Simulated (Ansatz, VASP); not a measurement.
## Two plane-wave programs on Zn

```
Zn
1.0
    -1.91242    1.91242    1.66530
     1.91242   -1.91242    1.66530
     1.91242    1.91242   -1.66530
Zn
1
Direct
  0.00000 0.00000 0.00000
```

Alike in both runs: task single point; functional PBE; k mesh 16 × 16 × 16; occupations gaussian, width 0.1 eV; no spin polarisation.

|  | VASP | Ansatz |
| --- | --- | --- |
| version | VASP 6.6.1 | Ansatz 0.2.0 |
| potentials or method | VASP PAW PBE potentials, release 64 (Zn), cutoff 500 eV | scalar-relativistic, plane waves, PAW |
| valence electrons in the cell | 12 | 12 |

```tsv
	VASP	Ansatz	Ansatz less VASP
gap on the k mesh at the Fermi level (eV)	none	none	-
pressure (GPa)	-7.3	-7.3	-0.01
traceless stress, the component that is largest in VASP (GPa)	-0.47	-0.48	-0.005
```

A gap of «none» marks a metal or a gap that the smearing closes. The functional is the same, so the differences come from potentials, cutoffs and numerics.
